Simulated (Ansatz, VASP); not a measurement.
**One calculation of Rh, two programs**

```xyz
1
Lattice="0.0000 1.8020 1.8770 1.8020 0.0000 1.8770 1.8020 1.8020 0.0000" Properties=species:S:1:pos:R:3 pbc="T T T"
Rh    0.0000    0.0000    0.0000
```

Change from the starting cell: engineering shear strain xy +0.0000, equal normal strain along x and y -0.0400.

Alike in both runs: task single point; functional LDA; k mesh 20 × 20 × 20; occupations gaussian, width 0.15 eV; no spin polarisation.

```csv
,VASP,Ansatz
version,VASP 6.6.1,Ansatz 0.2.0
potentials or method,"VASP PAW LDA potentials, release 64 (Rh_pv), cutoff 520 eV","scalar-relativistic, plane waves, PAW"
valence electrons in the cell,15,17
```

|  | VASP | Ansatz | Ansatz less VASP |
| --- | --- | --- | --- |
| gap on the k mesh at the Fermi level (eV) | none | none | - |
| pressure (GPa) | 33.2 | 32.3 | -0.88 |
| traceless stress, the component that is largest in VASP (GPa) | -9.80 | -9.80 | +0.002 |

Ansatz warns that its potentials were made for another functional, while VASP's fit it. LDA's correlation is that of Perdew and Zunger in VASP and of Perdew and Wang (1992) in Ansatz. A gap of «none» marks a metal or a gap that the smearing closes. Both programs put the cell under a high pressure, so it lies far from rest at this level. VASP's potentials hold 15 valence electrons a cell and Ansatz's 17, so a difference there can come from the potentials and not from the codes.
